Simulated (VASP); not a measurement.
# Mg8HO8 (a cell with a defect) in VASP: relaxation of the atoms with LDA

Aim: the relaxation of the atoms of Mg8HO8 (a cell with a defect) with LDA.

Everything below comes from runs of VASP 6.6.1. Logs are shortened: lines on timing, memory, paths and dates and some standing lists are left out, and cuts for length are marked.

**1. The cell of the first run**

The cell holds a defect, 17 atoms: a = 5.552 Å, b = 5.552 Å, c = 5.552 Å, α = 60.00°, β = 60.00°, γ = 60.00°.

**2. Relaxation of the atoms, LDA**

INCAR reads:

```
PREC = Accurate ; ENCUT = 520
EDIFF = 1E-7 ; ISMEAR = -1
SIGMA = 0.05 ; LREAL = Auto
LASPH = T ; NELM = 100
ALGO = Normal ; ISIF = 2
LWAVE = F ; LCHARG = F
GGA = CA ; IBRION = 2
NSW = 45 ; EDIFFG = -0.08
NELECT = 64.0
```

KPOINTS reads:

```
regular mesh
0
Gamma
  2 2 2
```

POSCAR reads:

```
Mg8HO8
1.0
    0.0000000000      3.9260000000      3.9260000000
    3.9260000000      0.0000000000      3.9260000000
    3.9260000000      3.9260000000      0.0000000000
Mg O H
8 8 1
Direct
    0.0000000000      0.0000000000      0.0000000000
    0.0000000000      0.0000000000      0.5000000000
    0.0000000000      0.5000000000      0.0000000000
    0.0000000000      0.5000000000      0.5000000000
    0.5000000000      0.0000000000      0.0000000000
    0.5000000000      0.0000000000      0.5000000000
    0.5000000000      0.5000000000      0.0000000000
    0.5000000000      0.5000000000      0.5000000000
    0.2500000000      0.2500000000      0.2500000000
    0.2500000000      0.2500000000      0.7500000000
    0.2500000000      0.7500000000      0.2500000000
    0.2500000000      0.7500000000      0.7500000000
    0.7500000000      0.2500000000      0.2500000000
    0.7500000000      0.2500000000      0.7500000000
    0.7500000000      0.7500000000      0.2500000000
    0.7500000000      0.7500000000      0.7500000000
    0.8765589000      0.8628636000      0.8904140000
```

Potentials or basis: VASP PAW LDA potentials, release 64 (Mg, O, H).

Launch:

```console
cat potpaw_LDA.64/Mg/POTCAR potpaw_LDA.64/O/POTCAR potpaw_LDA.64/H/POTCAR > POTCAR
mpirun -np 1 vasp_std > vasp.out
```

OUTCAR:

```text
PREC = Accurate
   ENCUT = 520
   EDIFF = 1E-7
   ISMEAR = -1
   LREAL = Auto
   LASPH = T
   NELM = 100
   ISIF = 2
   GGA = CA
   IBRION = 2
   NSW = 45
   EDIFFG = -0.08
   NELECT = 64.0

 ion  position               nearest neighbor table
   1  0.000  0.000  0.000-  17 1.68  11 1.96  12 1.96  13 1.96  14 1.96  15 1.96  10 1.96   3 2.78
                             5 2.78   2 2.78   2 2.78   4 2.78   6 2.78   3 2.78   4 2.78   7 2.78
   2  0.000  0.000  0.500-  17 1.77  11 1.96  12 1.96  13 1.96  14 1.96  16 1.96   9 1.96   4 2.78
                             6 2.78   1 2.78   1 2.78   3 2.78   5 2.78   3 2.78   4 2.78   8 2.78
   3  0.000  0.500  0.000-  17 1.65  10 1.96  12 1.96  13 1.96  15 1.96  16 1.96   9 1.96   4 2.78
                             7 2.78   1 2.78   2 2.78   4 2.78   8 2.78   1 2.78   2 2.78   5 2.78
   4  0.000  0.500  0.500-   9 1.96  10 1.96  11 1.96  14 1.96  15 1.96  16 1.96   2 2.78   3 2.78
                             8 2.78   1 2.78   3 2.78   7 2.78   1 2.78   2 2.78   6 2.78   6 2.78
   5  0.500  0.000  0.000-  17 1.71  10 1.96  11 1.96  14 1.96  15 1.96  16 1.96   9 1.96   6 2.78
                             7 2.78   1 2.78   2 2.78   6 2.78   8 2.78   3 2.78   7 2.78   8 2.78
   6  0.500  0.000  0.500-   9 1.96  10 1.96  12 1.96  13 1.96  15 1.96  16 1.96   2 2.78   5 2.78
                             8 2.78   1 2.78   5 2.78   7 2.78   4 2.78   7 2.78   8 2.78   1 2.78
   7  0.500  0.500  0.000-   9 1.96  11 1.96  12 1.96  13 1.96  14 1.96  16 1.96   3 2.78   5 2.78
                             8 2.78   4 2.78   6 2.78   8 2.78   1 2.78   5 2.78   6 2.78   1 2.78
   8  0.500  0.500  0.500-  10 1.96  11 1.96  12 1.96  13 1.96  14 1.96  15 1.96   4 2.78   6 2.78
                             7 2.78   3 2.78   5 2.78   7 2.78   2 2.78   5 2.78   6 2.78   2 2.78
   9  0.250  0.250  0.250-   2 1.96   3 1.96   4 1.96   5 1.96   6 1.96   7 1.96
  10  0.250  0.250  0.750-   1 1.96   3 1.96   4 1.96   5 1.96   6 1.96   8 1.96
  11  0.250  0.750  0.250-   1 1.96   2 1.96   4 1.96   5 1.96   7 1.96   8 1.96
  12  0.250  0.750  0.750-   1 1.96   2 1.96   3 1.96   6 1.96   7 1.96   8 1.96
  13  0.750  0.250  0.250-   1 1.96   2 1.96   3 1.96   6 1.96   7 1.96   8 1.96
  14  0.750  0.250  0.750-   1 1.96   2 1.96   4 1.96   5 1.96   7 1.96   8 1.96
  15  0.750  0.750  0.250-   1 1.96   3 1.96   4 1.96   5 1.96   6 1.96   8 1.96
  16  0.750  0.750  0.750-   2 1.96   3 1.96   4 1.96   5 1.96   6 1.96   7 1.96
  17  0.877  0.863  0.890-   3 1.65   1 1.68   5 1.71   2 1.77

  LATTYP: Found a face centered cubic cell.
 ALAT       =     7.8520000000

  Lattice vectors:

 A1 = (   0.0000000000,   3.9260000000,   3.9260000000)
 A2 = (   3.9260000000,   0.0000000000,   3.9260000000)
 A3 = (   3.9260000000,   3.9260000000,   0.0000000000)

Analysis of symmetry for initial positions (statically):
=====================================================================
 Subroutine PRICEL returns:
 Original cell was already a primitive cell.

 Routine SETGRP: Setting up the symmetry group for a
 face centered cubic supercell.

 Subroutine GETGRP returns: Found  1 space group operations
 (whereof  1 operations were pure point group operations)
 out of a pool of 48 trial point group operations.

The static configuration has the point symmetry C_1 .

Analysis of symmetry for dynamics (positions and initial velocities):
=====================================================================
 Subroutine PRICEL returns:
 Original cell was already a primitive cell.

 Routine SETGRP: Setting up the symmetry group for a
 face centered cubic supercell.

 Subroutine GETGRP returns: Found  1 space group operations
 (whereof  1 operations were pure point group operations)
 out of a pool of 48 trial point group operations.

The dynamic configuration has the point symmetry C_1 .

 Subroutine INISYM returns: Found  1 space group operations
 (whereof  1 operations are pure point group operations),
 and found     1 'primitive' translations

----------------------------------------------------------------------------------------

                                     Primitive cell

  volume of cell :     121.0266

  direct lattice vectors                    reciprocal lattice vectors
     0.000000000  3.926000000  3.926000000    -0.127356088  0.127356088  0.127356088
     3.926000000  0.000000000  3.926000000     0.127356088 -0.127356088  0.127356088
     3.926000000  3.926000000  0.000000000     0.127356088  0.127356088 -0.127356088

  length of vectors
[... 42 lines left out ...]

 KPOINTS: regular mesh

Automatic generation of k-mesh.
 Grid dimensions read from file:
 generate k-points for:    2    2    2

 Generating k-lattice:

  Cartesian coordinates                     Fractional coordinates (reciprocal lattice)
    -0.063678044  0.063678044  0.063678044     0.500000000  0.000000000  0.000000000
     0.063678044 -0.063678044  0.063678044     0.000000000  0.500000000  0.000000000
     0.063678044  0.063678044 -0.063678044     0.000000000  0.000000000  0.500000000

  Length of vectors
     0.110293607  0.110293607  0.110293607

  Shift w.r.t. Gamma in fractional coordinates (k-lattice)
     0.000000000  0.000000000  0.000000000

 Subroutine IBZKPT returns following result:
 ===========================================

 Found      8 irreducible k-points:

 Following reciprocal coordinates:
            Coordinates               Weight
  0.000000  0.000000  0.000000      1.000000
  0.500000  0.000000  0.000000      1.000000
  0.000000  0.500000  0.000000      1.000000
  0.000000  0.000000  0.500000      1.000000
  0.500000  0.500000  0.500000      1.000000
  0.500000  0.500000  0.000000      1.000000
  0.000000  0.500000  0.500000      1.000000
  0.500000  0.000000  0.500000      1.000000
   k-points           NKPTS =      8   k-points in BZ     NKDIM =      8   number of bands    NBANDS=     41
   number of dos      NEDOS =    301   number of ions     NIONS =     17
   total plane-waves  NPLWV =  74088
   dimension x,y,z NGX =    42 NGY =   42 NGZ =   42
   dimension x,y,z NGXF=    84 NGYF=   84 NGZF=   84
   ions per type =               8   8   1
   NGX,Y,Z   is equivalent  to a cutoff of  12.58, 12.58, 12.58 a.u.
   NGXF,Y,Z  is equivalent  to a cutoff of  25.15, 25.15, 25.15 a.u.
 SYSTEM =  unknown system
   PREC   = accura    normal or accurate (medium, high low for compatibility)
   ISTART =      0    job   : 0-new  1-cont  2-samecut
   ICHARG =      2    charge: 1-file 2-atom 10-const
   ISPIN  =      1    spin polarized calculation?
   LNONCOLLINEAR =      F non collinear calculations
   LSORBIT =      F    spin-orbit coupling
   LASPH  =      T    aspherical Exc in radial PAW
   ENCUT  =  520.0 eV  38.22 Ry    6.18 a.u.  10.32 10.32 10.32*2*pi/ulx,y,z
   NELM   =    100;   NELMIN=  2; NELMDL= -5     # of ELM steps
   EDIFF  = 0.1E-06   stopping-criterion for ELM
   LREAL  =      T    real-space projection
   EDIFFG = -.8E-01   stopping-criterion for IOM
   NSW    =     45    number of steps for IOM
   IBRION =      2    ionic relax: 0-MD 1-quasi-New 2-CG
   NFREE  =      1    steps in history (QN), initial steepest desc. (CG)
   ISIF   =      2    stress and relaxation
   ISYM   =      2    0-nonsym 1-usesym 2-fastsym
   POTIM  = 0.5000    time-step for ionic-motion
   TEBEG  =    0.0;   TEEND  =   0.0 temperature during run
   PSTRESS=    0.0 pullay stress
   NELECT =      64.0000    total number of electrons
   NUPDOWN=      -1.0000    fix difference up-down
   EMIN   =  10.00;   EMAX   =-10.00  energy-range for DOS
   EFERMI =   0.00;   METHOD = LEGACY
   ISMEAR =    -1;   SIGMA  =   0.05  broadening in eV -4-tet -1-fermi 0-gaus
   EFERMI_NEDOS =   21; number of points for ismear=-14 and -15
   IALGO  =     38    algorithm
   IMIX   =      4    mixing-type and parameters
     AMIX     =   0.40;   BMIX     =  1.00
     AMIX_MAG =   1.60;   BMIX_MAG =  1.00
  volume/ion in A,a.u.               =       7.12        48.04
  Fermi-wavevector in a.u.,A,eV,Ry     =   1.323857  2.501728 23.845548  1.752598
  Thomas-Fermi vector in A             =   2.453435
   LORBIT       =      0    0 simple, 1 ext, 2 COOP (PROOUT), +10 PAW based schemes
   GGA     = CA    functional components
   LHFCALC =     F    Hartree Fock is set to
   AEXX    =    0.0000 exact exchange contribution
   IVDW    =     0    specifies the selected vdW correction
   LEPSILON=     F    determine dielectric tensor
   LRPA    =     F    only Hartree local field effects (RPA)
 conjugate gradient relaxation of ions
 non-spin polarized calculation
  energy-cutoff  :      520.00
  volume of cell :      121.03
 maximum number of plane-waves:      3287
 NGX is ok and might be reduce to    42
   NGX = 21   NGY = 21   NGZ = 21

--------------------------------------- Ionic step        1  -------------------------------------------

 number of electron      64.0000026 magnetization

 Free energy of the ion-electron system (eV)
  ---------------------------------------------------
  ext. energy  EPLUGINS =         0.00000000
  ---------------------------------------------------
  free energy    TOTEN  =      -111.50883041 eV

  energy without entropy =     -111.50883008  energy(sigma->0) =     -111.50883024

------------------------ aborting loop because EDIFF is reached ----------------------------------------

  FORCE on cell =-STRESS in cart. coord.  units (eV):
  Direction    XX          YY          ZZ          XY          YZ          ZX
  --------------------------------------------------------------------------------------
  -------------------------------------------------------------------------------------
  Total       24.7759356     24.7357978     24.7610881     -0.7814276      0.2109544      1.2651366
  in kB      327.9893673    327.4580134    327.7928123    -10.3447125      2.7926616     16.7481610
  external PRESSURE =     327.7467310 kB  Pullay stress =       0.0000000 kB
[... 134 lines left out ...]
  FREE ENERGIE OF THE ION-ELECTRON SYSTEM (eV)
  ---------------------------------------------------
  free  energy   TOTEN  =      -112.2521288640 eV

  energy  without entropy=     -112.2521288639  energy(sigma->0) =     -112.25212886

[... ionic steps 4 to 37 ...]

--------------------------------------- Ionic step       38  -------------------------------------------

 number of electron      64.0000003 magnetization

------------------------ aborting loop because EDIFF is reached ----------------------------------------
[... 97 lines left out ...]
--------------------------------------- Ionic step       40  -------------------------------------------

 number of electron      64.0000002 magnetization

 Free energy of the ion-electron system (eV)
  ---------------------------------------------------
  ext. energy  EPLUGINS =         0.00000000
  ---------------------------------------------------
  free energy    TOTEN  =      -113.11988559 eV

  energy without entropy =     -113.11988559  energy(sigma->0) =     -113.11988559

 E-fermi :   6.0398     XC(G=0): -12.6395

 val. band max:        4.8140153464   @ k =   0.0000   0.0000   0.0000
 cond. band min:      10.3555819378   @ k =   0.0000   0.0000   0.0000
 fundamental gap:      5.5415665915
 Fermi energy:         6.0397921872

 k-point     1 :       0.0000    0.0000    0.0000
  band No.  band energies     occupation
      1     -15.5357      2.00000
      2     -12.8515      2.00000
      3     -11.4207      2.00000
      4     -11.2810      2.00000
      5     -11.2488      2.00000
      6     -11.2365      2.00000
[... 385 lines left out ...]
  FREE ENERGIE OF THE ION-ELECTRON SYSTEM (eV)
  ---------------------------------------------------
  free  energy   TOTEN  =      -113.1198855893 eV

  energy  without entropy=     -113.1198855893  energy(sigma->0) =     -113.11988559

 reached required accuracy - stopping structural energy minimisation
```

Wall time 35 min (1 thread of Intel Xeon Platinum 8259CL at 2.50GHz (Skylake/Cascade Lake), shared host); peak memory 0.23 GiB.

What came out:

```
Free energy                  : -113.1199 eV
Energy gained by relaxing    : 94.8 meV/atom
Ionic steps                  : 40
Largest force after relaxing : 0.080 eV/Å
```

Forces in eV/Å, atoms in the order of the input:
```
Mg   0.010 -0.014 -0.014
Mg   0.025  0.019 -0.018
Mg   0.005  0.004 -0.015
Mg  -0.004 -0.007 -0.003
Mg   0.007  0.001  0.007
Mg   0.013 -0.028  0.040
Mg  -0.021  0.027  0.005
Mg  -0.030 -0.010 -0.006
O    0.034  0.025  0.006
O   -0.004 -0.048  0.027
O    0.015  0.024 -0.024
O   -0.053  0.045  0.039
O    0.036 -0.019 -0.027
O   -0.026  0.024 -0.013
O   -0.032  0.016  0.015
O   -0.016  0.009 -0.002
H    0.041 -0.066 -0.016
```

Step by step:
| step | energy change (eV) | largest force (eV/Å) | pressure (GPa) |
| --- | --- | --- | --- |
| 1 | 0.0000 | 3.8624 | 32.77 |
| 2 | -0.1176 | 3.7171 | 34.92 |
| 3 | -0.7433 | 0.9752 | 32.71 |
| 4 | -0.8193 | 0.3217 | 32.63 |
| 5 | -0.8198 | 0.3350 | 32.63 |
| 6 | -0.8317 | 0.4958 | 32.61 |
| 7 | -0.8730 | 1.0092 | 32.64 |
| 8 | -0.9700 | 1.9511 | 33.14 |
| 9 | -0.6466 | 3.8242 | 37.47 |
| 10 | -0.9877 | 2.0774 | 33.35 |
| 11 | -0.9788 | 1.9202 | 34.90 |
| 12 | -1.0061 | 2.1659 | 33.75 |
| 13 | -1.0090 | 2.1273 | 34.08 |
| 14 | -1.0095 | 2.1230 | 34.10 |
| 15 | -1.0109 | 2.1092 | 34.14 |
| 16 | -1.0133 | 2.0770 | 34.23 |
| 17 | -1.0160 | 1.9898 | 34.41 |
| 18 | -1.0193 | 1.9840 | 34.41 |
| 19 | -1.0294 | 1.9664 | 34.41 |
| 20 | -1.0489 | 1.9299 | 34.41 |
| 21 | -1.0862 | 1.8521 | 34.41 |
| 22 | -1.1532 | 1.6761 | 34.44 |
| 23 | -1.2553 | 1.2324 | 34.59 |
| 24 | -1.3165 | 2.5456 | 35.30 |
| 25 | -1.3209 | 2.1160 | 35.10 |
| 26 | -1.3551 | 1.7851 | 34.96 |
| 27 | -1.4285 | 0.8740 | 34.62 |
| 28 | -1.4497 | 1.6474 | 34.26 |
| 29 | -1.4608 | 1.3892 | 34.34 |
| 30 | -1.5044 | 1.1862 | 34.39 |
| 31 | -1.5734 | 0.4420 | 34.73 |
| 32 | -1.5752 | 0.5217 | 34.83 |
| 33 | -1.5978 | 0.3215 | 34.85 |
| 34 | -1.6047 | 0.2149 | 34.91 |
| 35 | -1.6076 | 0.1808 | 34.80 |
| 36 | -1.6077 | 0.2318 | 34.78 |
| 37 | -1.6096 | 0.1030 | 34.85 |
| 38 | -1.6096 | 0.1119 | 34.86 |
| 39 | -1.6107 | 0.0930 | 34.85 |
| 40 | -1.6111 | 0.0798 | 34.85 |

Final structure:
```
Mg O H
1.0
     0.00000    3.92600    3.92600
     3.92600    0.00000    3.92600
     3.92600    3.92600    0.00000
Mg O H
8 8 1
Direct
  0.01694 0.01783 0.98817
  0.00068 0.00146 0.49624
  0.01727 0.47621 0.98813
  0.00640 0.50030 0.49279
  0.48015 0.01587 0.98790
  0.50059 0.00473 0.49344
  0.50031 0.50138 0.99684
  0.50041 0.50084 0.49325
  0.25122 0.25029 0.24449
  0.25735 0.25516 0.73150
  0.25120 0.75355 0.24442
  0.24533 0.75208 0.75022
  0.75318 0.25072 0.24481
  0.75134 0.24948 0.74815
  0.75641 0.75613 0.23112
  0.75165 0.75106 0.74861
  0.83613 0.82578 0.01034
```

Caveat: the k points lie up to 0.69 Å⁻¹ apart; the cell carries a net charge on a neutralising background, which shifts energy and pressure; the cell is charged against a uniform background, so pressure and absolute levels hang on convention; the relaxation stopped at a loose force limit of 0.08 eV/Å, so its end isn't a converged minimum.
